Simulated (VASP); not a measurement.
# ZnS (P1) in VASP: further runs

ZnS is run at these levels: r2SCAN; tasks: single point.

All numbers are computed with VASP 6.6.1; they aren't measurements. Logs are shortened: lines on timing, memory, paths and dates and some standing lists are left out, and cuts for length are marked.

**1. The cell of the first run**

The typed cell holds 6 atoms: a = 3.825 Å, b = 3.825 Å, c = 9.377 Å, α = 88.83°, β = 87.66°, γ = 60.00°.

**2. Single point, r2SCAN (the part above a cut slid along it)**

The input, POSCAR:

```
ZnS
1.0
    2.7046500000     -2.7046500000      0.0000000000
    2.7046500000      0.0000000000     -2.7046500000
    5.6797650000      5.1388350000      5.4093000000
Zn S
3 3
Direct
    0.6541633333      0.6666666667      0.1250333333
   -0.0791700000      0.0000000000      0.7917000000
    0.2874966667      0.3333333333      0.4583666667
    0.5791633333      0.6666666667      0.8750333333
    0.9458300000      1.0000000000      0.5417000000
    0.3124966667      0.3333333333      0.2083666667
```

The input, INCAR.step1:

```
PREC = Accurate ; ENCUT = 520
ISMEAR = 0 ; SIGMA = 0.05
LREAL = F ; LASPH = T
NELM = 100 ; NBANDS = 36
GGA = PE ; ALGO = Normal
EDIFF = 1E-4 ; LWAVE = T
LCHARG = F
```

The input, INCAR.step2:

```
PREC = Accurate ; ENCUT = 520
EDIFF = 1E-7 ; ISMEAR = 0
SIGMA = 0.05 ; LREAL = F
LASPH = T ; NELM = 100
ALGO = Normal ; ISIF = 2
LWAVE = F ; LCHARG = F
METAGGA = R2SCAN ; LMIXTAU = T
NBANDS = 36 ; ISTART = 1
```

The input, KPOINTS:

```
regular mesh
0
Gamma
  7 7 3
```

Potentials or basis: VASP PAW PBE potentials, release 64 (Zn, S).

The run is started by

```bash
cat potpaw_PBE.64/Zn/POTCAR potpaw_PBE.64/S/POTCAR > POTCAR
cp INCAR.step1 INCAR
mpirun -np 1 vasp_std > vasp.out
cp INCAR.step2 INCAR
mpirun -np 1 vasp_std > vasp.out
```

OUTCAR:

```text
PREC = Accurate
   ENCUT = 520
   EDIFF = 1E-7
   ISMEAR = 0
   LREAL = F
   LASPH = T
   NELM = 100
   ISIF = 2
   METAGGA = R2SCAN
   ISTART = 1

 ion  position               nearest neighbor table
   1  0.654  0.667  0.125-   6 2.34   6 2.34   6 2.34   4 2.37
   2  0.921  0.000  0.792-   4 2.34   4 2.34   5 2.34   4 2.34
   3  0.287  0.333  0.458-   5 2.34   5 2.34   5 2.34   6 2.34
   4  0.579  0.667  0.875-   2 2.34   2 2.34   2 2.34   1 2.37
   5  0.946  0.000  0.542-   3 2.34   3 2.34   3 2.34   2 2.34
   6  0.312  0.333  0.208-   1 2.34   3 2.34   1 2.34   1 2.34

  LATTYP: Found a base centered monoclinic cell.
 ALAT       =     3.8249527115
 B/A-ratio  =     1.7320508076
 C/A-ratio  =     2.4515301344
 COS(beta)  =    -0.0407908508

  Lattice vectors:

 A1 = (   0.0000000000,   2.7046500000,  -2.7046500000)
 A2 = (  -2.7046500000,   0.0000000000,   2.7046500000)
 A3 = (   5.6797650000,   5.1388350000,   5.4093000000)

Analysis of symmetry for initial positions (statically):
=====================================================================
 Subroutine PRICEL returns:
 Original cell was already a primitive cell.

 Routine SETGRP: Setting up the symmetry group for a
 base centered monoclinic supercell.

 Subroutine GETGRP returns: Found  1 space group operations
 (whereof  1 operations were pure point group operations)
 out of a pool of  4 trial point group operations.

The static configuration has the point symmetry C_1 .

Analysis of symmetry for dynamics (positions and initial velocities):
=====================================================================
 Subroutine PRICEL returns:
 Original cell was already a primitive cell.

 Routine SETGRP: Setting up the symmetry group for a
 base centered monoclinic supercell.

 Subroutine GETGRP returns: Found  1 space group operations
 (whereof  1 operations were pure point group operations)
 out of a pool of  4 trial point group operations.

The dynamic configuration has the point symmetry C_1 .

 Subroutine INISYM returns: Found  1 space group operations
 (whereof  1 operations are pure point group operations),
 and found     1 'primitive' translations

[... 100 lines left out ...]
   ENCUT  =  520.0 eV  38.22 Ry    6.18 a.u.   7.11  7.11 17.43*2*pi/ulx,y,z
   NELM   =    100;   NELMIN=  2; NELMDL=  0     # of ELM steps
   EDIFF  = 0.1E-06   stopping-criterion for ELM
   LREAL  =      F    real-space projection
   EDIFFG = 0.1E-05   stopping-criterion for IOM
   NSW    =      0    number of steps for IOM
   IBRION =     -1    ionic relax: 0-MD 1-quasi-New 2-CG
   NFREE  =      0    steps in history (QN), initial steepest desc. (CG)
   ISIF   =      2    stress and relaxation
   ISYM   =      2    0-nonsym 1-usesym 2-fastsym
   POTIM  = 0.5000    time-step for ionic-motion
   TEBEG  =    0.0;   TEEND  =   0.0 temperature during run
   PSTRESS=    0.0 pullay stress
   NELECT =      54.0000    total number of electrons
   NUPDOWN=      -1.0000    fix difference up-down
   EMIN   =  10.00;   EMAX   =-10.00  energy-range for DOS
   EFERMI =   0.00;   METHOD = LEGACY
   ISMEAR =     0;   SIGMA  =   0.05  broadening in eV -4-tet -1-fermi 0-gaus
   EFERMI_NEDOS =   21; number of points for ismear=-14 and -15
   IALGO  =     38    algorithm
   IMIX   =      4    mixing-type and parameters
     AMIX     =   0.40;   BMIX     =  1.00
     AMIX_MAG =   1.60;   BMIX_MAG =  1.00
  volume/ion in A,a.u.               =      19.78       133.51
  Fermi-wavevector in a.u.,A,eV,Ry     =   1.259055  2.379268 21.568210  1.585219
  Thomas-Fermi vector in A             =   2.392634
   LORBIT       =      0    0 simple, 1 ext, 2 COOP (PROOUT), +10 PAW based schemes
   METAGGA = R2SCAN    functional components
   LHFCALC =     F    Hartree Fock is set to
   AEXX    =    0.0000 exact exchange contribution
   IVDW    =     0    specifies the selected vdW correction
   LEPSILON=     F    determine dielectric tensor
   LRPA    =     F    only Hartree local field effects (RPA)
 non-spin polarized calculation
 Gauss-broadening in eV      SIGMA  =   0.05
  energy-cutoff  :      520.00
  volume of cell :      118.71
 maximum number of plane-waves:      3217
   NGX = 15   NGY = 15   NGZ = 35

 number of electron      54.0000000 magnetization

 Free energy of the ion-electron system (eV)
  ---------------------------------------------------
  ext. energy  EPLUGINS =         0.00000000
  ---------------------------------------------------
  free energy    TOTEN  =       -56.54538682 eV

  energy without entropy =      -56.54538682  energy(sigma->0) =      -56.54538682

 E-fermi :   2.1222     XC(G=0): -10.2720

 val. band max:        1.8920768707   @ k =   0.0000   0.0000   0.0000
 cond. band min:       4.4329400810   @ k =   0.0000   0.0000   0.0000
 fundamental gap:      2.5408632102
 Fermi energy:         2.1221838326

 k-point     1 :       0.0000    0.0000    0.0000
  band No.  band energies     occupation
      1     -11.8428      2.00000
      2     -11.1872      2.00000
      3     -11.1468      2.00000
      4      -4.6961      2.00000
      5      -4.6874      2.00000
      6      -4.6733      2.00000
[... 925 lines left out ...]
     35      10.2307      0.00000
     36      10.4218      0.00000

 [... further k-points ...]

------------------------ aborting loop because EDIFF is reached ----------------------------------------

  FORCE on cell =-STRESS in cart. coord.  units (eV):
  Direction    XX          YY          ZZ          XY          YZ          ZX
  --------------------------------------------------------------------------------------
  -------------------------------------------------------------------------------------
  Total       -1.3098014     -0.2061947     -0.5779378     -0.0159314      0.4776643     -0.5314804
  in kB      -17.6779369     -2.7829382     -7.8002260     -0.2150202      6.4468703     -7.1732075
  external PRESSURE =      -9.4203670 kB  Pullay stress =       0.0000000 kB

 VOLUME and BASIS-vectors are now :
 -----------------------------------------------------------------------------
  energy-cutoff  :      520.00
  volume of cell :      118.71
      direct lattice vectors                 reciprocal lattice vectors
     2.704650000 -2.704650000  0.000000000     0.117082309 -0.252651298  0.117082309
     2.704650000  0.000000000 -2.704650000     0.123244536  0.123244536 -0.246489071
     5.679765000  5.138835000  5.409300000     0.061622268  0.061622268  0.061622268

 POSITION                                       TOTAL-FORCE (eV/Angst)
 -----------------------------------------------------------------------------------
      4.28254     -1.12676     -1.12676        -0.157562      0.026029     -0.050645
      6.98719      1.57789      4.28254        -0.003551      0.058095     -0.025575
      4.28254      1.57789      1.57789         0.000788      0.018210      0.018847
      8.33952      2.93022      2.93022         0.260939     -0.146498      0.054334
      5.63487      0.22557      2.93022         0.002610     -0.027898     -0.007269
      2.93022      0.22557      0.22557        -0.103223      0.072061      0.010308
 -----------------------------------------------------------------------------------
    total drift:                                0.009474      0.016594     -0.005689

  FREE ENERGIE OF THE ION-ELECTRON SYSTEM (eV)
  ---------------------------------------------------
  free  energy   TOTEN  =       -56.5453868212 eV

  energy  without entropy=      -56.5453868212  energy(sigma->0) =      -56.54538682
```

OUTCAR.step1:

```text
PREC = Accurate
   ENCUT = 520
   ISMEAR = 0
   LREAL = F
[... 1175 lines left out ...]
      4.28254      1.57789      1.57789        -0.005696      0.022987      0.011313
      8.33952      2.93022      2.93022         0.248823     -0.124843      0.060788
      5.63487      0.22557      2.93022         0.002923     -0.025326     -0.008798
      2.93022      0.22557      0.22557        -0.096880      0.069292      0.005446
 -----------------------------------------------------------------------------------
    total drift:                               -0.000143      0.000327     -0.000653

  FREE ENERGIE OF THE ION-ELECTRON SYSTEM (eV)
  ---------------------------------------------------
  free  energy   TOTEN  =       -20.4987093474 eV

  energy  without entropy=      -20.4987093474  energy(sigma->0) =      -20.49870935
```

OSZICAR.step1:

```text
N       E                     dE             d eps       ncg     rms          rms(c)
DAV:   1     0.414676012150E+03    0.41468E+03   -0.25108E+04  5328   0.181E+03
DAV:   2     0.287234082624E+02   -0.38595E+03   -0.37145E+03  5336   0.401E+02
DAV:   3    -0.199263907004E+02   -0.48650E+02   -0.48034E+02  5988   0.137E+02
DAV:   4    -0.217607687638E+02   -0.18344E+01   -0.18277E+01  6500   0.265E+01
DAV:   5    -0.217890175072E+02   -0.28249E-01   -0.28235E-01  6404   0.330E+00    0.119E+01
DAV:   6    -0.204877239136E+02    0.13013E+01   -0.26482E+00  7876   0.398E+01    0.919E+00
DAV:   7    -0.205276584381E+02   -0.39935E-01   -0.26806E+00  5892   0.757E+00    0.373E+00
DAV:   8    -0.204976958319E+02    0.29963E-01   -0.13290E-01  6952   0.348E+00    0.107E+00
DAV:   9    -0.204981699769E+02   -0.47415E-03   -0.33544E-02  7124   0.211E+00    0.319E-01
DAV:  10    -0.204983578354E+02   -0.18786E-03   -0.17332E-03  6420   0.566E-01    0.154E-01
DAV:  11    -0.204987052681E+02   -0.34743E-03   -0.58336E-04  5840   0.228E-01    0.102E-01
DAV:  12    -0.204987093474E+02   -0.40794E-05   -0.65055E-05  3888   0.216E-01
   1 F= -.20498709E+02 E0= -.20498709E+02  d E =-.520727E-14
```

Run time: 11 min. Hardware: 1 thread of Intel Xeon Platinum 8488C (Sapphire Rapids), shared host; peak memory 0.39 GiB.

What came out:

```
Free energy            : -56.5454 eV
Pressure               : -0.9 GPa
Largest force          : 0.304 eV/Å
Band gap on the k mesh : 2.54 eV
```

Forces on the atoms (eV/Å):
```
Zn  -0.158  0.026 -0.051
Zn  -0.004  0.058 -0.026
Zn   0.001  0.018  0.019
S    0.261 -0.146  0.054
S    0.003 -0.028 -0.007
S   -0.103  0.072  0.010
```

Caveat: the cell differs from its parent crystal (the part above a cut slid along it); the PAW data sets were made with another functional, which shifts forces and pressure a little.

**3. Single point, r2SCAN (the part above a cut slid along it)**

The input, POSCAR:

```
ZnS
1.0
    2.7046500000     -2.7046500000      0.0000000000
    2.7046500000      0.0000000000     -2.7046500000
    6.2206950000      4.5979050000      5.4093000000
Zn S
3 3
Direct
    0.6291566667      0.6666666667      0.1250333333
   -0.2375100000      0.0000000000      0.7917000000
    0.1958233333      0.3333333333      0.4583666667
    0.4041566667      0.6666666667      0.8750333333
    0.8374900000      1.0000000000      0.5417000000
    0.2708233333      0.3333333333      0.2083666667
```

The input, INCAR.step1:

```
SYSTEM = ZnS
  PREC = Accurate
  ENCUT = 520
  ISMEAR = 0
  SIGMA = 0.05
  LREAL = .False.
  LASPH = .True.
  NELM = 80
  NBANDS = 36
  GGA = PE
  ALGO = Normal
  EDIFF = 1E-4
  LWAVE = .True.
  LCHARG = .False.
```

The input, INCAR.step2:

```
SYSTEM = ZnS
  PREC = Accurate
  ENCUT = 520
  EDIFF = 1E-6
  ISMEAR = 0
  SIGMA = 0.05
  LREAL = .False.
  LASPH = .True.
  NELM = 80
  ALGO = Normal
  ISIF = 2
  LWAVE = .False.
  LCHARG = .False.
  METAGGA = R2SCAN
  LMIXTAU = .True.
  NBANDS = 36
  ISTART = 1
```

The input, KPOINTS:

```
Automatic mesh
0
Gamma
  7 7 3
  0 0 0
```

Potentials or basis: VASP PAW PBE potentials, release 64 (Zn, S).

The run is started by

```bash
cat potpaw_PBE.64/Zn/POTCAR potpaw_PBE.64/S/POTCAR > POTCAR
cp INCAR.step1 INCAR
mpirun -np 1 vasp_std > vasp.out
cp INCAR.step2 INCAR
mpirun -np 1 vasp_std > vasp.out
```

Run time: 10 min. Hardware: 1 thread of Intel Xeon Platinum 8488C (Sapphire Rapids), shared host; peak memory 0.39 GiB.

Results (log left out):

* Free energy: -56.1508 eV
* Pressure: -1.4 GPa
* Largest force: 0.781 eV/Å
* Band gap on the k mesh: 2.16 eV

Forces on the atoms (eV/Å):
```
Zn  -0.405  0.160 -0.152
Zn  -0.033  0.099 -0.114
Zn   0.061  0.086  0.110
S    0.710 -0.293  0.141
S   -0.070 -0.114 -0.075
S   -0.263  0.062  0.090
```

Stress tensor (GPa, compression positive):
```
-3.96  0.39 -1.19
 0.39 -0.22  1.79
-1.19  1.79 -0.07
```

Levels at points of the mesh, in eV from the valence-band top:
```
           k point  band 25  band 26  band 27  band 28  band 29  band 30
(0.00, 0.00, 0.00)    -0.38    -0.23     0.00     2.16     3.62     3.83
```

Caveat: the cell differs from its parent crystal (the part above a cut slid along it); the PAW data sets were made with another functional, which shifts forces and pressure a little.
